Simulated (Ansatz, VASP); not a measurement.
**Two plane-wave programs on NaF**

```
Na F
1.0
     0.00000    2.28568    2.28568
     2.28568    0.00000    2.28568
     2.28568    2.28568    0.00000
Na F
1 1
Cartesian
  0.0000 0.0000 0.0000
  2.2857 2.2857 2.2857
```

Change from the starting cell: hydrostatic strain -0.5%.

Alike in both runs: task single point; functional PBE; k mesh 10 × 10 × 10; occupations fermi-dirac, width 0.02 eV; no spin polarisation.

```csv
,VASP,Ansatz
version,VASP 6.6.1,Ansatz 0.2.0
potentials or method,"VASP PAW PBE potentials, release 64 (Na_pv, F)","plane waves, PAW"
plane-wave cutoff (eV),520,420
valence electrons in the cell,14,16
```

|  | VASP | Ansatz | Ansatz less VASP |
| --- | --- | --- | --- |
| gap on the k mesh at the Fermi level (eV) | 6.53 | 6.54 | +0.017 |
| pressure (GPa) | 4.5 | 4.6 | +0.09 |

VASP's potentials hold 14 valence electrons a cell and Ansatz's 16, so a difference there can come from the potentials and not from the codes.
